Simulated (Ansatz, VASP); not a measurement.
# One calculation of Br, two programs

INCAR

```
SYSTEM = Br
PREC = Accurate
ENCUT = 520
EDIFF = 1E-6
ISMEAR = -1
SIGMA = 0.1
LREAL = .FALSE.
LASPH = .TRUE.
NELM = 100
ALGO = Normal
ISIF = 2
LWAVE = .FALSE.
LCHARG = .FALSE.
GGA = PE
NBANDS = 10
```

File KPOINTS:

```
regular mesh
0
G
  12 12 12
  0 0 0
```

Contents of POSCAR:

```
Br
1.0
    2.9758439094      0.0000000000      0.0000000000
    0.0000000000      2.9758439094      0.0000000000
    0.0000000000      0.0000000000      2.9758439094
Br
1
Direct
    0.0000000000      0.0000000000      0.0000000000
```

Input for Ansatz:

```yaml
crystal:
  lattice:
    - [2.9758439094, 0.0, 0.0]
    - [0.0, 2.9758439094, 0.0]
    - [0.0, 0.0, 2.9758439094]
  atoms:
    - { symbol: Br, position: [0.0, 0.0, 0.0] }
kpoints:
  mp_grid: { grid: [12, 12, 12] }
scf:
  occupations: { method: fermi_dirac, width: 0.1 }
hamiltonian:
  xc: pbe
  pseudopotentials: { kind: all_electron, lapw: { basis_error: 0.001 } }
output:
  forces: true
  stress: true
  eigenvalues: true
  populations: true
```

Change from the starting cell: volume scaled by 0.88, LAPW.

Alike in both runs: task single point; functional PBE; k mesh 12 × 12 × 12; occupations fermi-dirac, width 0.1 eV; no spin polarisation.

```csv
,VASP,Ansatz
version,VASP 6.6.1,Ansatz 0.2.0
potentials or method,"VASP PAW PBE potentials, release 64 (Br), cutoff 520 eV","all-electron LAPW, scalar-relativistic"
```

|  | VASP | Ansatz | Ansatz less VASP |
| --- | --- | --- | --- |
| pressure (GPa) | 5.2 | 5.2 | +0.01 |

Ansatz ran all-electron here, and VASP with PAW potentials.
